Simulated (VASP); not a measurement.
# Ti (Fm-3m) in VASP: a series of runs

Ti is run at these levels: RPBE, PBE; tasks: single point.

Program: VASP 6.6.1. These are calculated values, not measurements. Logs are shortened: lines on timing, memory, paths and dates and some standing lists are left out, and cuts for length are marked.

### 1 The cell of the first run

It takes space group Fm-3m (No. 225, cubic). Conventional cell: a = 4.060 Å, b = 4.060 Å, c = 4.060 Å, α = 90.00°, β = 90.00°, γ = 90.00°. Within 3.8 Å of Ti (site symmetry m-3m) lie 12 Ti at 2.87 Å.

### 2 Single point, RPBE

File INCAR:

```
PREC = Accurate
ENCUT = 500
EDIFF = 1E-6
ISMEAR = -1
SIGMA = 0.27211386245988
LREAL = F
LASPH = T
NELM = 120
ALGO = Normal
ISIF = 2
LWAVE = F
LCHARG = T
GGA = RP
LELF = T
LVHAR = T
NBANDS = 12
GGA_COMPAT = F
```

File KPOINTS:

```
regular mesh
0
Gamma
  6 6 6
```

File POSCAR:

```
Ti
1.0
    0.0000000000      2.0300000000      2.0300000000
    2.0300000000      0.0000000000      2.0300000000
    2.0300000000      2.0300000000      0.0000000000
Ti
1
Direct
    0.0000000000      0.0000000000      0.0000000000
```

Potentials or basis: VASP PAW PBE potentials, release 64 (Ti_sv).

Launch:

```sh
$ cat potpaw_PBE.64/Ti_sv/POTCAR > POTCAR
$ mpirun -np 1 vasp_std > vasp.out
```

OUTCAR:

```text
PREC = Accurate
   ENCUT = 500
   EDIFF = 1E-6
   ISMEAR = -1
   LREAL = F
   LASPH = T
   NELM = 120
   ISIF = 2
   GGA = RP

 ion  position               nearest neighbor table
   1  0.000  0.000  0.000-

  LATTYP: Found a face centered cubic cell.
 ALAT       =     4.0600000000

  Lattice vectors:

 A1 = (   0.0000000000,   2.0300000000,   2.0300000000)
 A2 = (   2.0300000000,   0.0000000000,   2.0300000000)
 A3 = (   2.0300000000,   2.0300000000,   0.0000000000)

Analysis of symmetry for initial positions (statically):
=====================================================================
 Subroutine PRICEL returns:
 Original cell was already a primitive cell.

 Routine SETGRP: Setting up the symmetry group for a
 face centered cubic supercell.

 Subroutine GETGRP returns: Found 48 space group operations
 (whereof 48 operations were pure point group operations)
 out of a pool of 48 trial point group operations.

The static configuration has the point symmetry O_h .

Analysis of symmetry for dynamics (positions and initial velocities):
=====================================================================
 Subroutine PRICEL returns:
 Original cell was already a primitive cell.

 Routine SETGRP: Setting up the symmetry group for a
 face centered cubic supercell.

 Subroutine GETGRP returns: Found 48 space group operations
 (whereof 48 operations were pure point group operations)
 out of a pool of 48 trial point group operations.

The dynamic configuration has the point symmetry O_h .

 Subroutine INISYM returns: Found 48 space group operations
 (whereof 48 operations are pure point group operations),
 and found     1 'primitive' translations

----------------------------------------------------------------------------------------

                                     Primitive cell

  volume of cell :      16.7309

  direct lattice vectors                    reciprocal lattice vectors
     0.000000000  2.030000000  2.030000000    -0.246305419  0.246305419  0.246305419
     2.030000000  0.000000000  2.030000000     0.246305419 -0.246305419  0.246305419
     2.030000000  2.030000000  0.000000000     0.246305419  0.246305419 -0.246305419

  length of vectors
     2.870853532  2.870853532  2.870853532     0.426613499  0.426613499  0.426613499

  position of ions in fractional coordinates (direct lattice)
     0.000000000  0.000000000  0.000000000

  ion indices of the primitive-cell ions
   primitive index   ion index
                 1           1

----------------------------------------------------------------------------------------

 KPOINTS: regular mesh

Automatic generation of k-mesh.
 Grid dimensions read from file:
 generate k-points for:    6    6    6

 Generating k-lattice:

  Cartesian coordinates                     Fractional coordinates (reciprocal lattice)
    -0.041050903  0.041050903  0.041050903     0.166666667  0.000000000  0.000000000
     0.041050903 -0.041050903  0.041050903     0.000000000  0.166666667  0.000000000
     0.041050903  0.041050903 -0.041050903     0.000000000  0.000000000  0.166666667

  Length of vectors
     0.071102250  0.071102250  0.071102250

  Shift w.r.t. Gamma in fractional coordinates (k-lattice)
     0.000000000  0.000000000  0.000000000

 Subroutine IBZKPT returns following result:
 ===========================================

 Found     16 irreducible k-points:

 Following reciprocal coordinates:
            Coordinates               Weight
  0.000000  0.000000  0.000000      1.000000
  0.166667  0.000000  0.000000      8.000000
  0.333333  0.000000  0.000000      8.000000
  0.500000  0.000000  0.000000      4.000000
  0.166667  0.166667  0.000000      6.000000
  0.333333  0.166667  0.000000     24.000000
[... 8 lines left out ...]
 -0.333333  0.333333  0.166667     24.000000
 -0.333333  0.500000  0.166667     12.000000
   k-points           NKPTS =     16   k-points in BZ     NKDIM =     16   number of bands    NBANDS=     12
   number of dos      NEDOS =    301   number of ions     NIONS =      1
   total plane-waves  NPLWV =  13824
   dimension x,y,z NGX =    24 NGY =   24 NGZ =   24
   dimension x,y,z NGXF=    48 NGYF=   48 NGZF=   48
   ions per type =               1
   NGX,Y,Z   is equivalent  to a cutoff of  13.90, 13.90, 13.90 a.u.
   NGXF,Y,Z  is equivalent  to a cutoff of  27.80, 27.80, 27.80 a.u.
 SYSTEM =  unknown system
   PREC   = accura    normal or accurate (medium, high low for compatibility)
   ISTART =      0    job   : 0-new  1-cont  2-samecut
   ICHARG =      2    charge: 1-file 2-atom 10-const
   ISPIN  =      1    spin polarized calculation?
   LNONCOLLINEAR =      F non collinear calculations
   LSORBIT =      F    spin-orbit coupling
   LASPH  =      T    aspherical Exc in radial PAW
   ENCUT  =  500.0 eV  36.75 Ry    6.06 a.u.   5.23  5.23  5.23*2*pi/ulx,y,z
   NELM   =    120;   NELMIN=  2; NELMDL= -5     # of ELM steps
   EDIFF  = 0.1E-05   stopping-criterion for ELM
   LREAL  =      F    real-space projection
   EDIFFG = 0.1E-04   stopping-criterion for IOM
   NSW    =      0    number of steps for IOM
   IBRION =     -1    ionic relax: 0-MD 1-quasi-New 2-CG
   NFREE  =      0    steps in history (QN), initial steepest desc. (CG)
   ISIF   =      2    stress and relaxation
   ISYM   =      2    0-nonsym 1-usesym 2-fastsym
   POTIM  = 0.5000    time-step for ionic-motion
   TEBEG  =    0.0;   TEEND  =   0.0 temperature during run
   PSTRESS=    0.0 pullay stress
   NELECT =      12.0000    total number of electrons
   NUPDOWN=      -1.0000    fix difference up-down
   EMIN   =  10.00;   EMAX   =-10.00  energy-range for DOS
   EFERMI =   0.00;   METHOD = LEGACY
   ISMEAR =    -1;   SIGMA  =   0.27  broadening in eV -4-tet -1-fermi 0-gaus
   EFERMI_NEDOS =   21; number of points for ismear=-14 and -15
   IALGO  =     38    algorithm
   IMIX   =      4    mixing-type and parameters
     AMIX     =   0.40;   BMIX     =  1.00
     AMIX_MAG =   1.60;   BMIX_MAG =  1.00
  volume/ion in A,a.u.               =      16.73       112.91
  Fermi-wavevector in a.u.,A,eV,Ry     =   1.465421  2.769245 29.217967  2.147460
  Thomas-Fermi vector in A             =   2.581280
   LORBIT       =      0    0 simple, 1 ext, 2 COOP (PROOUT), +10 PAW based schemes
   GGA     = RP    functional components
   LHFCALC =     F    Hartree Fock is set to
   AEXX    =    0.0000 exact exchange contribution
   IVDW    =     0    specifies the selected vdW correction
   LEPSILON=     F    determine dielectric tensor
   LRPA    =     F    only Hartree local field effects (RPA)
 non-spin polarized calculation
  energy-cutoff  :      500.00
  volume of cell :       16.73
 maximum number of plane-waves:       444
 NGX is ok and might be reduce to    24
   NGX = 11   NGY = 11   NGZ = 11

 number of electron      12.0000002 magnetization

 Free energy of the ion-electron system (eV)
  ---------------------------------------------------
  ext. energy  EPLUGINS =         0.00000000
  ---------------------------------------------------
  free energy    TOTEN  =        -7.55257970 eV

  energy without entropy =       -7.17473030  energy(sigma->0) =       -7.36365500

 E-fermi :   8.7376     XC(G=0): -11.5648

 val. band max:        8.6872727918   @ k =  -0.3333   0.3333   0.1667
 cond. band min:       8.7563042377   @ k =   0.3333   0.0000   0.0000
 fundamental gap:      0.0690314459
 Fermi energy:         8.7376016104

 k-point     1 :       0.0000    0.0000    0.0000
  band No.  band energies     occupation
      1     -48.0061      2.00000
      2     -23.7553      2.00000
      3     -23.7553      2.00000
      4     -23.7553      2.00000
      5       2.5304      2.00000
      6       9.6726      0.06238
      7       9.6726      0.06238
      8       9.6726      0.06238
      9      11.3993      0.00011
     10      11.3993      0.00011
     11      24.1460      0.00000
     12      28.8428      0.00000

 k-point     2 :       0.1667    0.0000    0.0000
  band No.  band energies     occupation
      1     -47.9714      2.00000
      2     -23.9486      2.00000
      3     -23.7794      2.00000
      4     -23.7794      2.00000
      5       3.4199      2.00000
      6       9.1789      0.32989
      7       9.9205      0.02556
      8       9.9205      0.02556
      9      11.2857      0.00017
     10      11.2857      0.00017
     11      24.1394      0.00000
     12      25.3677      0.00000

 k-point     3 :       0.3333    0.0000    0.0000
  band No.  band energies     occupation
      1     -47.9011      2.00000
      2     -24.3233      2.00000
      3     -23.8271      2.00000
      4     -23.8271      2.00000
      5       5.3384      1.99999
      6       8.7563      0.96565
      7       9.7820      0.04216
      8       9.7820      0.04216
      9      11.9111      0.00002
     10      11.9111      0.00002
     11      19.8570      0.00000
     12      24.2639      0.00000
[... 166 lines left out ...]
 k-point    15 :      -0.3333    0.3333    0.1667
  band No.  band energies     occupation
      1     -47.8311      2.00000
      2     -24.3326      2.00000
      3     -24.1433      2.00000
      4     -23.9571      2.00000
      5       7.5153      1.97785
      6       7.7054      1.95595
      7       8.6873      1.09221
      8      10.8474      0.00086
      9      12.3874      0.00000
     10      15.6948      0.00000
     11      17.1331      0.00000
     12      21.4558      0.00000

 k-point    16 :      -0.3333    0.5000    0.1667
  band No.  band energies     occupation
      1     -47.8197      2.00000
      2     -24.3469      2.00000
      3     -24.1287      2.00000
      4     -24.0261      2.00000
      5       6.8028      1.99837
      6       7.5861      1.97136
      7       9.4063      0.15778
      8      11.4497      0.00009
      9      12.8047      0.00000
     10      15.7280      0.00000
     11      19.0741      0.00000
     12      19.7701      0.00000

------------------------ aborting loop because EDIFF is reached ----------------------------------------

  FORCE on cell =-STRESS in cart. coord.  units (eV):
  Direction    XX          YY          ZZ          XY          YZ          ZX
  --------------------------------------------------------------------------------------
  -------------------------------------------------------------------------------------
  Total        0.9863391      0.9863391      0.9863391      0.0000000      0.0000000     -0.0000000
  in kB       94.4536492     94.4536492     94.4536492      0.0000000      0.0000000     -0.0000000
  external PRESSURE =      94.4536492 kB  Pullay stress =       0.0000000 kB

 VOLUME and BASIS-vectors are now :
 -----------------------------------------------------------------------------
  energy-cutoff  :      500.00
  volume of cell :       16.73
      direct lattice vectors                 reciprocal lattice vectors
     0.000000000  2.030000000  2.030000000    -0.246305419  0.246305419  0.246305419
     2.030000000  0.000000000  2.030000000     0.246305419 -0.246305419  0.246305419
     2.030000000  2.030000000  0.000000000     0.246305419  0.246305419 -0.246305419

 POSITION                                       TOTAL-FORCE (eV/Angst)
 -----------------------------------------------------------------------------------
      0.00000      0.00000      0.00000         0.000000      0.000000     -0.000000
 -----------------------------------------------------------------------------------
    total drift:                                0.000000      0.000000     -0.000000

  FREE ENERGIE OF THE ION-ELECTRON SYSTEM (eV)
  ---------------------------------------------------
  free  energy   TOTEN  =        -7.5525797038 eV

  energy  without entropy=       -7.1747303009  energy(sigma->0) =       -7.36365500
```

Run time: 3.4 s. Hardware: 1 thread of Intel Xeon Platinum 8375C at 2.90GHz (Ice Lake), shared host; peak memory 0.13 GiB.

Results:

| Property | Result |
| --- | --- |
| Free energy | -7.5526 eV |
| Pressure | 9.4 GPa |
| Band gap on the k mesh | zero (band 6 reaches 9.67 eV, above the bottom of band 7 at 8.69 eV) |

Levels at points of the mesh, in eV from the Fermi level:
```
           k point  band 3  band 4  band 5  band 6  band 7  band 8  band 9  band 10
(0.00, 0.00, 0.00)  -32.49  -32.49   -6.21    0.93    0.93    0.93    2.66     2.66
(0.50, 0.00, 0.00)  -32.59  -32.59   -2.66    0.70    0.82    0.82    3.78     3.78
(0.50, 0.50, 0.00)  -32.76  -32.76   -2.69   -1.79    3.00    3.78    4.06     4.06
```

Caveat: the k points lie up to 0.45 Å⁻¹ apart; the PAW data sets were made with another functional, which shifts forces and pressure a little.

### 3 Single point, PBE

File INCAR:

```
  ALGO = Normal
  EDIFF = 1E-6
  ENCUT = 500
  GGA = PE
  GGA_COMPAT = F
  ISIF = 2
  ISMEAR = 0
  LASPH = T
  LCHARG = F
  LREAL = F
  LWAVE = F
  NBANDS = 12
  NELM = 120
  PREC = Accurate
  SIGMA = 0.1
```

File KPOINTS:

```
k-points
0
Gamma
  6 6 6
```

POSCAR is that of step 2.

Potentials or basis: VASP PAW PBE potentials, release 64 (Ti_sv).

Launch:

```sh
$ cat potpaw_PBE.64/Ti_sv/POTCAR > POTCAR
$ mpirun -np 1 vasp_std > vasp.out
```

OUTCAR:

```text
EDIFF = 1E-6
   ENCUT = 500
   GGA = PE
   ISIF = 2
   ISMEAR = 0
   LASPH = T
   LREAL = F
   NELM = 120
   PREC = Accurate

 ion  position               nearest neighbor table
   1  0.000  0.000  0.000-

  LATTYP: Found a face centered cubic cell.
 ALAT       =     4.0600000000

  Lattice vectors:

 A1 = (   0.0000000000,   2.0300000000,   2.0300000000)
 A2 = (   2.0300000000,   0.0000000000,   2.0300000000)
 A3 = (   2.0300000000,   2.0300000000,   0.0000000000)

Analysis of symmetry for initial positions (statically):
=====================================================================
 Subroutine PRICEL returns:
 Original cell was already a primitive cell.

 Routine SETGRP: Setting up the symmetry group for a
 face centered cubic supercell.

 Subroutine GETGRP returns: Found 48 space group operations
 (whereof 48 operations were pure point group operations)
 out of a pool of 48 trial point group operations.

The static configuration has the point symmetry O_h .

Analysis of symmetry for dynamics (positions and initial velocities):
=====================================================================
 Subroutine PRICEL returns:
 Original cell was already a primitive cell.

 Routine SETGRP: Setting up the symmetry group for a
 face centered cubic supercell.

 Subroutine GETGRP returns: Found 48 space group operations
 (whereof 48 operations were pure point group operations)
 out of a pool of 48 trial point group operations.

The dynamic configuration has the point symmetry O_h .

 Subroutine INISYM returns: Found 48 space group operations
 (whereof 48 operations are pure point group operations),
 and found     1 'primitive' translations

----------------------------------------------------------------------------------------

                                     Primitive cell

  volume of cell :      16.7309

  direct lattice vectors                    reciprocal lattice vectors
[... 101 lines left out ...]
   GGA     = PE    functional components
   LHFCALC =     F    Hartree Fock is set to
   AEXX    =    0.0000 exact exchange contribution
   IVDW    =     0    specifies the selected vdW correction
   LEPSILON=     F    determine dielectric tensor
   LRPA    =     F    only Hartree local field effects (RPA)
 non-spin polarized calculation
 Gauss-broadening in eV      SIGMA  =   0.10
  energy-cutoff  :      500.00
  volume of cell :       16.73
 maximum number of plane-waves:       444
 NGX is ok and might be reduce to    24
   NGX = 11   NGY = 11   NGZ = 11

 number of electron      12.0000002 magnetization

 Free energy of the ion-electron system (eV)
  ---------------------------------------------------
  ext. energy  EPLUGINS =         0.00000000
  ---------------------------------------------------
  free energy    TOTEN  =        -7.76875681 eV

  energy without entropy =       -7.75514730  energy(sigma->0) =       -7.76195206

 E-fermi :   8.5934     XC(G=0): -11.6794

 val. band max:        8.5415442437   @ k =  -0.3333   0.3333   0.1667
 cond. band min:       8.6262895294   @ k =   0.3333   0.0000   0.0000
 fundamental gap:      0.0847452857
 Fermi energy:         8.5933575978

 k-point     1 :       0.0000    0.0000    0.0000
  band No.  band energies     occupation
      1     -48.0517      2.00000
      2     -23.8641      2.00000
      3     -23.8641      2.00000
      4     -23.8641      2.00000
      5       2.4385      2.00000
      6       9.5033      0.00000
      7       9.5033      0.00000
      8       9.5033      0.00000
      9      11.2165      0.00000
     10      11.2165      0.00000
     11      24.0757      0.00000
     12      28.7406      0.00000
[... 211 lines left out ...]
 k-point    16 :      -0.3333    0.5000    0.1667
  band No.  band energies     occupation
      1     -47.8636      2.00000
      2     -24.4578      2.00000
      3     -24.2390      2.00000
      4     -24.1360      2.00000
      5       6.6679      2.00000
      6       7.4384      2.00000
      7       9.2677      0.00000
      8      11.2742      0.00000
      9      12.6304      0.00000
     10      15.5913      0.00000
     11      18.9459      0.00000
     12      19.4749      0.00000

------------------------ aborting loop because EDIFF is reached ----------------------------------------

  FORCE on cell =-STRESS in cart. coord.  units (eV):
  Direction    XX          YY          ZZ          XY          YZ          ZX
  --------------------------------------------------------------------------------------
  -------------------------------------------------------------------------------------
  Total        0.4927010      0.4927010      0.4927010     -0.0000000     -0.0000000      0.0000000
  in kB       47.1819493     47.1819493     47.1819493     -0.0000000     -0.0000000      0.0000000
  external PRESSURE =      47.1819493 kB  Pullay stress =       0.0000000 kB

 VOLUME and BASIS-vectors are now :
 -----------------------------------------------------------------------------
  energy-cutoff  :      500.00
  volume of cell :       16.73
      direct lattice vectors                 reciprocal lattice vectors
     0.000000000  2.030000000  2.030000000    -0.246305419  0.246305419  0.246305419
     2.030000000  0.000000000  2.030000000     0.246305419 -0.246305419  0.246305419
     2.030000000  2.030000000  0.000000000     0.246305419  0.246305419 -0.246305419

 POSITION                                       TOTAL-FORCE (eV/Angst)
 -----------------------------------------------------------------------------------
      0.00000      0.00000      0.00000         0.000000     -0.000000     -0.000000
 -----------------------------------------------------------------------------------
    total drift:                               -0.000000      0.000000      0.000000

  FREE ENERGIE OF THE ION-ELECTRON SYSTEM (eV)
  ---------------------------------------------------
  free  energy   TOTEN  =        -7.7687568098 eV

  energy  without entropy=       -7.7551473023  energy(sigma->0) =       -7.76195206
```

stdout:

```text
POSCAR found type information on POSCAR Ti
 POSCAR found :  1 types and       1 ions
 scaLAPACK will be used
 LDA part: xc-table for (Slater+PW92), standard interpolation
 POSCAR, INCAR and KPOINTS ok, starting setup
 FFT: planning ... GRIDC
 FFT: planning ... GRID_SOFT
 FFT: planning ... GRID
 WAVECAR not read
 entering main loop
```

It took 3.1 s on 1 thread of Intel Xeon Platinum 8375C at 2.90GHz (Ice Lake), shared host; peak memory 0.13 GiB.

What came out:

| Quantity | Value |
| --- | --- |
| Free energy | -7.7688 eV |
| Pressure | 4.7 GPa |
| Band gap on the k mesh | zero (band 6 reaches 9.50 eV, above the bottom of band 7 at 8.54 eV) |

Levels at points of the mesh, in eV from the Fermi level:
```
           k point  band 4  band 5  band 6  band 7  band 8  band 9
(0.00, 0.00, 0.00)  -32.46   -6.15    0.91    0.91    0.91    2.62
(0.50, 0.00, 0.00)  -32.55   -2.65    0.76    0.79    0.79    3.75
(0.50, 0.50, 0.00)  -32.72   -2.68   -1.79    3.04    3.74    4.03
```

Caveat: the k points lie up to 0.45 Å⁻¹ apart.
